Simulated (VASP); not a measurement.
# SiO2 (Stishovite) (P4_2/mnm) in VASP: notebook, part 2 of 2

VASP 6.6.1. Earlier steps stand in the parts before.

## (3) Single point, LDA

INCAR

```
ALGO = Normal ; EDIFF = 1E-6
ENCUT = 520 ; ISIF = 2
ISMEAR = 1 ; LASPH = T
LCHARG = F ; LREAL = F
LWAVE = F ; NBANDS = 25
NELM = 80 ; PREC = Accurate
SIGMA = 0.1
```

KPOINTS

```
k-points
0
Gamma
  3 3 4
```

POSCAR

```
SiO2
1.0
    4.1773000000      0.0000000000      0.0000000000
    0.0000000000      4.1773000000      0.0000000000
    0.0000000000      0.0000000000      2.6652000000
Si O
2 4
Direct
    0.0000000000      0.0000000000      0.0000000000
    0.5000000000      0.5000000000      0.5000000000
    0.3059000000      0.3059000000      0.0000000000
    0.1941000000      0.8059000000      0.5000000000
    0.6941000000      0.6941000000      0.0000000000
    0.8059000000      0.1941000000      0.5000000000
```

Potentials or basis: VASP PAW LDA potentials, release 64 (Si, O).

On the command line:

```console
cat potpaw_LDA.64/Si/POTCAR potpaw_LDA.64/O/POTCAR > POTCAR
mpirun -np 1 vasp_std > vasp.out
```

OUTCAR:

```text
EDIFF = 1E-6
   ENCUT = 520
   ISIF = 2
   ISMEAR = 1
   LASPH = T
   LREAL = F
   NELM = 80
   PREC = Accurate

 ion  position               nearest neighbor table
   1  0.000  0.000  0.000-   4 1.76   6 1.76   4 1.76   6 1.76   5 1.81   3 1.81
   2  0.500  0.500  0.500-   3 1.76   5 1.76   3 1.76   5 1.76   4 1.81   6 1.81
   3  0.306  0.306  0.000-   2 1.76   2 1.76   1 1.81
   4  0.194  0.806  0.500-   1 1.76   1 1.76   2 1.81
   5  0.694  0.694  0.000-   2 1.76   2 1.76   1 1.81
   6  0.806  0.194  0.500-   1 1.76   1 1.76   2 1.81

  LATTYP: Found a simple tetragonal cell.
 ALAT       =     4.1773000000
 C/A-ratio  =     0.6380197735

  Lattice vectors:

 A1 = (   4.1773000000,   0.0000000000,   0.0000000000)
 A2 = (   0.0000000000,   4.1773000000,   0.0000000000)
 A3 = (   0.0000000000,   0.0000000000,   2.6652000000)

Analysis of symmetry for initial positions (statically):
=====================================================================
 Subroutine PRICEL returns:
 Original cell was already a primitive cell.

 Routine SETGRP: Setting up the symmetry group for a
[... 166 lines left out ...]
 cond. band min:      13.7420522937   @ k =   0.0000   0.0000   0.0000
 fundamental gap:      5.6220073472
 Fermi energy:         8.2042331673

 k-point     1 :       0.0000    0.0000    0.0000
  band No.  band energies     occupation
      1     -14.3151      2.00000
      2     -10.5603      2.00000
      3     -10.5603      2.00000
      4     -10.3255      2.00000
      5      -2.8134      2.00000
      6       1.5801      2.00000
[... 241 lines left out ...]
     24      22.2367      0.00000
     25      22.9439      0.00000

------------------------ aborting loop because EDIFF is reached ----------------------------------------

  FORCE on cell =-STRESS in cart. coord.  units (eV):
  Direction    XX          YY          ZZ          XY          YZ          ZX
  --------------------------------------------------------------------------------------
  -------------------------------------------------------------------------------------
  Total       -0.9857043     -0.9857043     -0.2985982      0.0000000      0.0000000      0.0000000
  in kB      -33.9575297    -33.9575297    -10.2867125      0.0000000      0.0000000      0.0000000
  external PRESSURE =     -26.0672573 kB  Pullay stress =       0.0000000 kB

 VOLUME and BASIS-vectors are now :
 -----------------------------------------------------------------------------
  energy-cutoff  :      520.00
  volume of cell :       46.51
      direct lattice vectors                 reciprocal lattice vectors
     4.177300000  0.000000000  0.000000000     0.239389079  0.000000000  0.000000000
     0.000000000  4.177300000  0.000000000     0.000000000  0.239389079  0.000000000
     0.000000000  0.000000000  2.665200000     0.000000000  0.000000000  0.375206363

 POSITION                                       TOTAL-FORCE (eV/Angst)
 -----------------------------------------------------------------------------------
      0.00000      0.00000      0.00000         0.000000      0.000000      0.000000
      2.08865      2.08865      1.33260         0.000000      0.000000      0.000000
      1.27784      1.27784      0.00000         0.003033      0.003033      0.000000
      0.81081      3.36649      1.33260        -0.003033      0.003033      0.000000
      2.89946      2.89946      0.00000        -0.003033     -0.003033      0.000000
      3.36649      0.81081      1.33260         0.003033     -0.003033      0.000000
 -----------------------------------------------------------------------------------
    total drift:                                0.000000      0.000000     -0.000000

  FREE ENERGIE OF THE ION-ELECTRON SYSTEM (eV)
  ---------------------------------------------------
  free  energy   TOTEN  =       -51.9510833400 eV

  energy  without entropy=      -51.9512443929  energy(sigma->0) =      -51.95113702
```

OSZICAR:

```text
N       E                     dE             d eps       ncg     rms          rms(c)
DAV:   1     0.136850914351E+03    0.13685E+03   -0.17318E+04   450   0.122E+03
DAV:   2    -0.497782785169E+02   -0.18663E+03   -0.17922E+03   599   0.282E+02
DAV:   3    -0.568095648876E+02   -0.70313E+01   -0.70043E+01   601   0.523E+01
DAV:   4    -0.568541897734E+02   -0.44625E-01   -0.44615E-01   515   0.492E+00
DAV:   5    -0.568545350001E+02   -0.34523E-03   -0.34517E-03   612   0.411E-01    0.179E+01
DAV:   6    -0.520273111721E+02    0.48272E+01   -0.13463E+01   542   0.245E+01    0.851E+00
DAV:   7    -0.519875600712E+02    0.39751E-01   -0.76980E-01   561   0.497E+00    0.302E+00
DAV:   8    -0.519567249559E+02    0.30835E-01   -0.31274E-02   564   0.147E+00    0.104E+00
DAV:   9    -0.519510849228E+02    0.56400E-02   -0.55623E-03   560   0.572E-01    0.205E-01
DAV:  10    -0.519510828800E+02    0.20428E-05   -0.21410E-04   580   0.107E-01    0.736E-02
DAV:  11    -0.519510834298E+02   -0.54971E-06   -0.20426E-05   563   0.317E-02    0.211E-02
DAV:  12    -0.519510833400E+02    0.89731E-07   -0.92148E-07   401   0.775E-03
   1 F= -.51951083E+02 E0= -.51951137E+02  d E =0.161053E-03
```

Run time: 9.1 s. Hardware: 1 thread of Intel Xeon 8259CL, shared host; peak memory 0.13 GiB.

Results:

* Free energy: -51.9511 eV
* Pressure: -2.6 GPa
* Largest force: 0.004 eV/Å
* Band gap on the k mesh: 5.62 eV, direct

Forces in eV/Å, atoms in the order of the input:
```
Si   0.000  0.000  0.000
Si   0.000  0.000  0.000
O    0.003  0.003  0.000
O   -0.003  0.003  0.000
O   -0.003 -0.003  0.000
O    0.003 -0.003  0.000
```

Levels at points of the mesh, in eV from the valence-band top:
| k point | band 14 | band 15 | band 16 | band 17 | band 18 | band 19 |
| --- | --- | --- | --- | --- | --- | --- |
| (0.00, 0.00, 0.00) | -0.90 | -0.90 | 0.00 | 5.62 | 6.44 | 8.32 |
| (0.00, 0.00, 0.50) | -3.17 | -2.73 | -2.73 | 8.90 | 8.90 | 12.39 |

Caveat: the k points lie up to 0.59 Å⁻¹ apart.

## (4) Single point, LDA

INCAR

```
SYSTEM = SiO2
  PREC = Accurate
  ENCUT = 520
  EDIFF = 1E-7
  ISMEAR = 1
  SIGMA = 0.1
  LREAL = .FALSE.
  LASPH = .TRUE.
  NELM = 80
  ALGO = Normal
  ISIF = 2
  LWAVE = .FALSE.
  LCHARG = .TRUE.
  GGA = CA
  LELF = .TRUE.
  LVHAR = .TRUE.
  NBANDS = 25
```

KPOINTS

```
Automatic mesh
0
G
  4 4 6
  0 0 0
```

POSCAR is that of step 3.

On the command line:

```console
cat potpaw_LDA.64/Si/POTCAR potpaw_LDA.64/O/POTCAR > POTCAR
mpirun -np 1 vasp_std > vasp.out
```

It took 21 s on 1 thread of Intel Xeon 8259CL, shared host; peak memory 0.14 GiB.

The run converged. Its results:

```yaml
Free_energy: -51.9664 eV
Pressure: -2.6 GPa
Largest_force: 0.003 eV/Å
Band_gap_on_the_k_mesh: 5.62 eV, direct
```

Forces in eV/Å, atoms in the order of the input:
```
Si   0.000  0.000  0.000
Si   0.000  0.000  0.000
O    0.002  0.002  0.000
O   -0.002  0.002  0.000
O   -0.002 -0.002  0.000
O    0.002 -0.002  0.000
```

Stress tensor (GPa, compression positive):
```
-3.17  0.00  0.00
 0.00 -3.17  0.00
 0.00  0.00 -1.37
```

Levels at points of the mesh, in eV from the valence-band top:
```csv
k point,band 14,band 15,band 16,band 17,band 18,band 19
"(0.00, 0.00, 0.00)",-0.90,-0.90,0.00,5.62,6.44,8.33
"(0.50, 0.00, 0.00)",-2.73,-1.09,-1.09,7.63,7.63,8.88
"(0.50, 0.50, 0.00)",-2.72,-2.33,-2.33,7.28,7.28,9.87
"(0.00, 0.00, 0.50)",-3.17,-2.73,-2.73,8.90,8.90,12.39
"(0.50, 0.00, 0.50)",-2.33,-1.80,-1.80,8.59,8.59,9.70
"(0.50, 0.50, 0.50)",-1.80,-1.58,-1.58,7.04,7.04,10.75
```

LDA gaps usually lie below the measured ones, often by a third to a half.

## (5) Single point, LDA

INCAR

```
SYSTEM = SiO2
PREC = Accurate
ENCUT = 520
EDIFF = 1E-6
ISMEAR = 1
SIGMA = 0.1
LREAL = .False.
LASPH = .True.
NELM = 80
ALGO = Normal
ISIF = 2
LWAVE = .False.
LCHARG = .True.
GGA = CA
LELF = .True.
LVHAR = .True.
NBANDS = 25
```

KPOINTS

```
regular mesh
0
Gamma
  6 6 8
  0 0 0
```

POSCAR is that of step 4.

Potentials or basis: VASP PAW LDA potentials, release 64 (Si, O).

On the command line:

```console
cat potpaw_LDA.64/Si/POTCAR potpaw_LDA.64/O/POTCAR > POTCAR
mpirun -np 1 vasp_std > vasp.out
```

OUTCAR:

```text
SYSTEM = SiO2
   PREC = Accurate
   ENCUT = 520
   EDIFF = 1E-6
   ISMEAR = 1
   LREAL = .False.
   LASPH = .True.
   NELM = 80
   ISIF = 2
   GGA = CA

 ion  position               nearest neighbor table
   1  0.000  0.000  0.000-   4 1.76   6 1.76   4 1.76   6 1.76   5 1.81   3 1.81
   2  0.500  0.500  0.500-   3 1.76   5 1.76   3 1.76   5 1.76   4 1.81   6 1.81
   3  0.306  0.306  0.000-   2 1.76   2 1.76   1 1.81
   4  0.194  0.806  0.500-   1 1.76   1 1.76   2 1.81
   5  0.694  0.694  0.000-   2 1.76   2 1.76   1 1.81
   6  0.806  0.194  0.500-   1 1.76   1 1.76   2 1.81

  LATTYP: Found a simple tetragonal cell.
 ALAT       =     4.1773000000
 C/A-ratio  =     0.6380197735

  Lattice vectors:

 A1 = (   4.1773000000,   0.0000000000,   0.0000000000)
 A2 = (   0.0000000000,   4.1773000000,   0.0000000000)
 A3 = (   0.0000000000,   0.0000000000,   2.6652000000)

Analysis of symmetry for initial positions (statically):
=====================================================================
 Subroutine PRICEL returns:
 Original cell was already a primitive cell.

 Routine SETGRP: Setting up the symmetry group for a
 simple tetragonal supercell.

 Subroutine GETGRP returns: Found 16 space group operations
 (whereof  8 operations were pure point group operations)
 out of a pool of 16 trial point group operations.

The static configuration has the point symmetry D_2h.
 The point group associated with its full space group is D_4h.

Analysis of symmetry for dynamics (positions and initial velocities):
=====================================================================
 Subroutine PRICEL returns:
 Original cell was already a primitive cell.

 Routine SETGRP: Setting up the symmetry group for a
 simple tetragonal supercell.

 Subroutine GETGRP returns: Found 16 space group operations
 (whereof  8 operations were pure point group operations)
 out of a pool of 16 trial point group operations.

The dynamic configuration has the point symmetry D_2h.
 The point group associated with its full space group is D_4h.
[... 124 lines left out ...]
   IALGO  =     38    algorithm
   IMIX   =      4    mixing-type and parameters
     AMIX     =   0.40;   BMIX     =  1.00
     AMIX_MAG =   1.60;   BMIX_MAG =  1.00
  volume/ion in A,a.u.               =       7.75        52.31
  Fermi-wavevector in a.u.,A,eV,Ry     =   1.445277  2.731178 28.420200  2.088826
  Thomas-Fermi vector in A             =   2.563477
   LORBIT       =      0    0 simple, 1 ext, 2 COOP (PROOUT), +10 PAW based schemes
   GGA     = CA    functional components
   LHFCALC =     F    Hartree Fock is set to
   AEXX    =    0.0000 exact exchange contribution
   IVDW    =     0    specifies the selected vdW correction
   LEPSILON=     F    determine dielectric tensor
   LRPA    =     F    only Hartree local field effects (RPA)
 non-spin polarized calculation
 Methfessel and Paxton  Order N= 1 SIGMA  =   0.10
  energy-cutoff  :      520.00
  volume of cell :       46.51
 maximum number of plane-waves:      1268
 NGX is ok and might be reduce to    32
   NGX = 15   NGY = 15   NGZ =  9

 number of electron      31.9999974 magnetization

 Free energy of the ion-electron system (eV)
  ---------------------------------------------------
  ext. energy  EPLUGINS =         0.00000000
  ---------------------------------------------------
  free energy    TOTEN  =       -51.96700106 eV

  energy without entropy =      -51.96702254  energy(sigma->0) =      -51.96700822

 E-fermi :   8.2009     XC(G=0): -12.7389

 val. band max:        8.1170934222   @ k =   0.0000   0.0000   0.0000
 cond. band min:      13.7409090890   @ k =   0.0000   0.0000   0.0000
 fundamental gap:      5.6238156668
 Fermi energy:         8.2008852303

 k-point     1 :       0.0000    0.0000    0.0000
  band No.  band energies     occupation
      1     -14.3172      2.00000
      2     -10.5631      2.00000
      3     -10.5631      2.00000
      4     -10.3282      2.00000
      5      -2.8152      2.00000
      6       1.5783      2.00000
[... 661 lines left out ...]
     24      20.7632      0.00000
     25      21.5467      0.00000

 [... further k-points ...]
[... 5 lines left out ...]
  --------------------------------------------------------------------------------------
  -------------------------------------------------------------------------------------
  Total       -0.9275644     -0.9275644     -0.4129598     -0.0000000      0.0000000      0.0000000
  in kB      -31.9546092    -31.9546092    -14.2264723     -0.0000000      0.0000000      0.0000000
  external PRESSURE =     -26.0452302 kB  Pullay stress =       0.0000000 kB

 VOLUME and BASIS-vectors are now :
 -----------------------------------------------------------------------------
  energy-cutoff  :      520.00
  volume of cell :       46.51
      direct lattice vectors                 reciprocal lattice vectors
     4.177300000  0.000000000  0.000000000     0.239389079  0.000000000  0.000000000
     0.000000000  4.177300000  0.000000000     0.000000000  0.239389079  0.000000000
     0.000000000  0.000000000  2.665200000     0.000000000  0.000000000  0.375206363

 POSITION                                       TOTAL-FORCE (eV/Angst)
 -----------------------------------------------------------------------------------
      0.00000      0.00000      0.00000         0.000000      0.000000      0.000000
      2.08865      2.08865      1.33260         0.000000      0.000000      0.000000
      1.27784      1.27784      0.00000         0.002958      0.002958      0.000000
      0.81081      3.36649      1.33260        -0.002958      0.002958      0.000000
      2.89946      2.89946      0.00000        -0.002958     -0.002958      0.000000
      3.36649      0.81081      1.33260         0.002958     -0.002958      0.000000
 -----------------------------------------------------------------------------------
    total drift:                                0.000000      0.000000     -0.000000

  FREE ENERGIE OF THE ION-ELECTRON SYSTEM (eV)
  ---------------------------------------------------
  free  energy   TOTEN  =       -51.9670010576 eV

  energy  without entropy=      -51.9670225357  energy(sigma->0) =      -51.96700822
```

Run time: 40 s. Hardware: 1 thread of Intel Xeon 8259CL, shared host; peak memory 0.16 GiB.

Results:

* Free energy: -51.9670 eV
* Pressure: -2.6 GPa
* Largest force: 0.004 eV/Å
* Band gap on the k mesh: 5.62 eV, direct

Forces in eV/Å, atoms in the order of the input:
```
Si   0.000  0.000  0.000
Si   0.000  0.000  0.000
O    0.003  0.003  0.000
O   -0.003  0.003  0.000
O   -0.003 -0.003  0.000
O    0.003 -0.003  0.000
```

Levels at points of the mesh, in eV from the valence-band top:
```
           k point  band 12  band 13  band 14  band 15  band 16  band 17  band 18  band 19  band 20  band 21
(0.00, 0.00, 0.00)    -3.18    -2.55    -0.90    -0.90     0.00     5.62     6.44     8.33     8.33    10.71
(0.50, 0.00, 0.00)    -3.96    -2.73    -2.73    -1.09    -1.09     7.63     7.63     8.88     8.88    10.80
(0.50, 0.50, 0.00)    -3.32    -2.72    -2.72    -2.33    -2.33     7.28     7.28     9.87     9.87    12.94
(0.00, 0.00, 0.50)    -4.71    -3.17    -3.17    -2.73    -2.73     8.90     8.90    12.39    12.39    12.53
(0.50, 0.00, 0.50)    -4.08    -2.33    -2.33    -1.80    -1.80     8.59     8.59     9.70     9.70    11.94
(0.50, 0.50, 0.50)    -4.57    -1.80    -1.80    -1.58    -1.58     7.04     7.04    10.75    10.75    11.41
```

A k mesh can miss the band edges.

## (6) Overview

```tsv
k mesh	gap on the mesh (eV)	pressure (GPa)
2 × 2 × 3	5.61	-2.5
3 × 3 × 4	5.62	-2.6
4 × 4 × 6	5.62	-2.6
6 × 6 × 8	5.62	-2.6
```

Alike in all rows: task single point; level LDA; potentials or basis VASP PAW LDA potentials, release 64 (Si, O); no spin polarisation; cell as given; cutoff (eV) 520; smearing methfessel-paxton 0.1 eV.

Caveats: some runs use coarse meshes.

Absolute energies hang on the potentials; compare differences alone.
